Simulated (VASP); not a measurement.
# KCl (I4/mmm) in VASP: further runs, part 2 of 2

VASP 6.6.1.

## 3. Single point, r2SCAN (strain -0.0300 x Voigt [0, 1, 0, 0, 0, 0])

POSCAR reads:

```
KCl
1.0
    0.0000000000      3.0614170000      3.1561000000
    3.1561000000      0.0000000000      3.1561000000
    3.1561000000      3.0614170000      0.0000000000
K Cl
1 1
Direct
    0.0000000000      0.0000000000      0.0000000000
    0.5000000000      0.5000000000      0.5000000000
```

INCAR.step1 reads:

```
SYSTEM = KCl
PREC = Accurate
ENCUT = 520
ISMEAR = 0
SIGMA = 0.05
LREAL = .False.
LASPH = .True.
NELM = 60
NBANDS = 15
GGA = PE
ALGO = Normal
EDIFF = 1E-4
LWAVE = .True.
LCHARG = .False.
```

INCAR.step2 reads:

```
SYSTEM = KCl
PREC = Accurate
ENCUT = 520
EDIFF = 1E-6
ISMEAR = 0
SIGMA = 0.05
LREAL = .False.
LASPH = .True.
NELM = 60
ALGO = Normal
ISIF = 2
LWAVE = .False.
LCHARG = .False.
METAGGA = R2SCAN
LMIXTAU = .True.
NBANDS = 15
ISTART = 1
```

KPOINTS reads:

```
Automatic mesh
0
Gamma
  6 6 6
  0 0 0
```

Potentials or basis: VASP PAW PBE potentials, release 64 (K_sv, Cl).

Started as:

```sh
> cat potpaw_PBE.64/K_sv/POTCAR potpaw_PBE.64/Cl/POTCAR > POTCAR
> cp INCAR.step1 INCAR
> mpirun -np 1 vasp_std > vasp.out
> cp INCAR.step2 INCAR
> mpirun -np 1 vasp_std > vasp.out
```

OUTCAR:

```text
SYSTEM = KCl
   PREC = Accurate
   ENCUT = 520
   EDIFF = 1E-6
   ISMEAR = 0
   LREAL = .False.
   LASPH = .True.
   NELM = 60
   ISIF = 2
   METAGGA = R2SCAN
   ISTART = 1

 ion  position               nearest neighbor table
   1  0.000  0.000  0.000-   2 3.06   2 3.06   2 3.16   2 3.16   2 3.16   2 3.16
   2  0.500  0.500  0.500-   1 3.06   1 3.06   1 3.16   1 3.16   1 3.16   1 3.16

  LATTYP: Found a body centered tetragonal cell.
 ALAT       =     4.4633994242
 C/A-ratio  =     1.3717871555

  Lattice vectors:

[... 621 lines left out ...]

  FORCE on cell =-STRESS in cart. coord.  units (eV):
  Direction    XX          YY          ZZ          XY          YZ          ZX
  --------------------------------------------------------------------------------------
  -------------------------------------------------------------------------------------
  Total       -0.0093036      0.5521860     -0.0093036      0.0000000      0.0000000      0.0000000
  in kB       -0.2444043     14.5058109     -0.2444043      0.0000000      0.0000000      0.0000000
  external PRESSURE =       4.6723341 kB  Pullay stress =       0.0000000 kB

 VOLUME and BASIS-vectors are now :
 -----------------------------------------------------------------------------
  energy-cutoff  :      520.00
  volume of cell :       60.99
      direct lattice vectors                 reciprocal lattice vectors
     0.000000000  3.061417000  3.156100000    -0.158423371  0.163323062  0.158423371
     3.156100000  0.000000000  3.156100000     0.158423371 -0.163323062  0.158423371
     3.156100000  3.061417000  0.000000000     0.158423371  0.163323062 -0.158423371

 POSITION                                       TOTAL-FORCE (eV/Angst)
 -----------------------------------------------------------------------------------
      0.00000      0.00000      0.00000         0.000000      0.000000      0.000000
      3.15610      3.06142      3.15610        -0.000000      0.000000     -0.000000
 -----------------------------------------------------------------------------------
    total drift:                                0.000000      0.000000      0.000000

  FREE ENERGIE OF THE ION-ELECTRON SYSTEM (eV)
  ---------------------------------------------------
  free  energy   TOTEN  =       -16.4988782008 eV

  energy  without entropy=      -16.4988782008  energy(sigma->0) =      -16.49887820
```

OUTCAR.step1:

```text
SYSTEM = KCl
   PREC = Accurate
   ENCUT = 520
   ISMEAR = 0
   LREAL = .False.
   LASPH = .True.
[... 655 lines left out ...]
      0.00000      0.00000      0.00000         0.000000      0.000000     -0.000000
      3.15610      3.06142      3.15610        -0.000000      0.000000      0.000000
 -----------------------------------------------------------------------------------
    total drift:                                0.000000      0.000000      0.000000

  FREE ENERGIE OF THE ION-ELECTRON SYSTEM (eV)
  ---------------------------------------------------
  free  energy   TOTEN  =        -6.7900711323 eV

  energy  without entropy=       -6.7900711323  energy(sigma->0) =       -6.79007113
```

OSZICAR.step1:

```text
N       E                     dE             d eps       ncg     rms          rms(c)
DAV:   1     0.106066321959E+03    0.10607E+03   -0.72651E+03   900   0.966E+02
DAV:   2    -0.606898489071E+00   -0.10667E+03   -0.97917E+02  1190   0.241E+02
DAV:   3    -0.687182569551E+01   -0.62649E+01   -0.62258E+01  1229   0.520E+01
DAV:   4    -0.707536000861E+01   -0.20353E+00   -0.20347E+00  1372   0.894E+00
DAV:   5    -0.707693624592E+01   -0.15762E-02   -0.15762E-02  1250   0.874E-01    0.346E+00
DAV:   6    -0.679126478135E+01    0.28567E+00   -0.41423E-01  1131   0.329E+00    0.283E+00
DAV:   7    -0.677682095997E+01    0.14444E-01   -0.10252E-01  1236   0.183E+00    0.161E+00
DAV:   8    -0.678876697607E+01   -0.11946E-01   -0.15856E-02  1113   0.943E-01    0.173E-01
DAV:   9    -0.678950213568E+01   -0.73516E-03   -0.84651E-04  1208   0.183E-01    0.947E-02
DAV:  10    -0.679006605605E+01   -0.56392E-03   -0.58090E-04   956   0.151E-01    0.183E-02
DAV:  11    -0.679007113233E+01   -0.50763E-05   -0.15815E-05   926   0.260E-02
   1 F= -.67900711E+01 E0= -.67900711E+01  d E =-.121218E-20
```

Wall time 58 s (1 thread of Intel Xeon 6975P-C (Granite Rapids), shared host); peak memory 0.22 GiB.

What came out:

* Free energy: -16.4989 eV
* Pressure: 0.5 GPa
* Band gap on the k mesh: 5.88 eV

Levels at points of the mesh, in eV from the valence-band top:
```tsv
k point	band 6	band 7	band 8	band 9	band 10	band 11
(0.00, 0.00, 0.00)	-0.03	-0.03	0.00	5.88	8.96	8.96
(0.50, 0.00, 0.00)	-1.10	-0.36	-0.36	8.17	9.30	11.36
(0.50, 0.50, 0.00)	-0.72	-0.24	-0.23	7.01	9.28	10.74
(0.50, 0.00, 0.50)	-0.66	-0.28	-0.28	6.96	9.32	10.92
```

Caveat: the cell differs from its parent crystal (strain -0.0300 x Voigt [0, 1, 0, 0, 0, 0]); the PAW data sets were made with another functional, which shifts forces and pressure a little.
